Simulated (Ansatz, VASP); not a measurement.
# Two plane-wave programs on NaI

File INCAR:

```
SYSTEM = NaI
PREC = Accurate
ENCUT = 600
EDIFF = 1E-6
ISMEAR = -1
SIGMA = 0.05
LREAL = .False.
LASPH = .True.
NELM = 100
ALGO = Normal
ISIF = 3
LWAVE = .False.
LCHARG = .False.
GGA = PS
IBRION = 2
NSW = 100
EDIFFG = -0.002
```

Contents of KPOINTS:

```
regular mesh
0
Gamma
  12 12 12
  0 0 0
```

Contents of POSCAR:

```
NaI
1.0
    0.0000000000      3.2364000000      3.2364000000
    3.2364000000      0.0000000000      3.2364000000
    3.2364000000      3.2364000000      0.0000000000
Na I
1 1
Direct
    0.0000000000      0.0000000000      0.0000000000
    0.5000000000      0.5000000000      0.5000000000
```

Input for Ansatz:

```yaml
crystal:
  lattice:
    - [0.0, 3.2364, 3.2364]
    - [3.2364, 0.0, 3.2364]
    - [3.2364, 3.2364, 0.0]
  atoms:
    - { symbol: Na, position: [0.0, 0.0, 0.0] }
    - { symbol: I, position: [0.5, 0.5, 0.5] }
kpoints:
  mp_grid: { grid: [12, 12, 12] }
scf:
  occupations: { method: fermi_dirac, width: 0.05 }
hamiltonian:
  xc: pbesol
  pseudopotentials: { kind: paw }
relax:
  f_tol: 0.002
  max_steps: 80
  cell: {}
output:
  forces: true
  stress: true
```

Alike in both runs: task relaxation of cell and atoms; functional PBEsol; k mesh 12 × 12 × 12; occupations fermi-dirac, width 0.05 eV; no spin polarisation.

|  | VASP | Ansatz |
| --- | --- | --- |
| version | VASP 6.6.1 | Ansatz 0.2.0 |
| potentials or method | VASP PAW PBE potentials, release 64 (Na_pv, I) | PAW with Ansatz's default frozen-core files, scalar-relativistic |
| plane-wave cutoff (eV) | 600 | 420 |
| valence electrons in the cell | 14 | 26 |

|  | VASP | Ansatz | Ansatz less VASP |
| --- | --- | --- | --- |
| relaxed volume (Å³/atom) | 32.90 | 32.78 | -0.127 |
| relaxed length of the cell vector where the two differ most in proportion (Å) | 4.532 | 4.526 | -0.0059 |

VASP's potentials were made for PBE, not for PBEsol. VASP's potentials hold 14 valence electrons a cell and Ansatz's 26, so a difference there can come from the potentials and not from the codes.

Spin-orbit coupling is off throughout.
